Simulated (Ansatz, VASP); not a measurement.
C in VASP and in Ansatz

```
C
1.0
     2.57676    0.00000    0.00000
    -1.28838    2.23154    0.00000
     0.00000    0.00000    7.63927
C
8
Direct
  0.00000 0.00000 0.09878
  0.00000 0.00000 0.59878
  0.00000 0.00000 0.40122
  0.00000 0.00000 0.90122
  0.33333 0.66667 0.15100
  0.66667 0.33333 0.65100
  0.33333 0.66667 0.34900
  0.66667 0.33333 0.84900
```

Change from the starting cell: mode 21 frozen in at +0.048 Å, strain +e along z and -e/2 along x and y -0.0700.

Alike in both runs: task single point; functional LDA; k mesh 12 × 12 × 4; occupations gaussian, width 0.05 eV; no spin polarisation.

|  | VASP | Ansatz |
| --- | --- | --- |
| version | VASP 6.6.1 | Ansatz 0.2.0 |
| potentials or method | VASP PAW LDA potentials, release 64 (C), cutoff 520 eV | scalar-relativistic, plane waves, PAW |
| valence electrons in the cell | 32 | 32 |

```csv
,VASP,Ansatz,Ansatz less VASP
gap on the k mesh at the Fermi level (eV),2.18,2.20,+0.016
least direct gap on the mesh (eV),3.92,3.93,+0.009
pressure (GPa),6.6,4.9,-1.71
"traceless stress, the component that is largest in VASP (GPa)",85.70,85.61,-0.096
rms of the force components (eV/Å),1.495,1.506,+0.0109
```

Ansatz warns that its potentials were made for another functional, while VASP's fit it. LDA's correlation is that of Perdew and Zunger in VASP and of Perdew and Wang (1992) in Ansatz. Atom by atom the forces differ by 0.012 eV/Å (rms over components).
